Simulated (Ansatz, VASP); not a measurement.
# GaP in VASP and in Ansatz

```
CELL_PARAMETERS angstrom
3.59650 0.00000 0.00000
-1.79825 3.11466 0.00000
0.00000 0.00000 6.03053
ATOMIC_POSITIONS crystal
Ga 0.00000 0.00000 0.00000
Ga 0.00000 0.00000 0.50000
P 0.33333 0.66667 0.25000
P 0.66667 0.33333 0.75000
```

Alike in both runs: task single point; functional PBE; k mesh 8 × 8 × 1; occupations fermi-dirac, width 0.02 eV; no spin polarisation.

```csv
,VASP,Ansatz
version,VASP 6.6.1,Ansatz 0.2.0
potentials or method,"VASP PAW PBE potentials, release 64 (Ga_d, P)",plane waves
plane-wave cutoff (eV),520,420
valence electrons in the cell,36,36
```

|  | VASP | Ansatz | Ansatz less VASP |
| --- | --- | --- | --- |
| pressure (GPa) | 1.8 | 1.7 | -0.08 |
| traceless stress, the component that is largest in VASP (GPa) | -3.38 | -3.37 | +0.011 |

The functional is the same, so the differences come from potentials, cutoffs and numerics.

The k mesh is coarse, so the values compare programs but aren't converged.
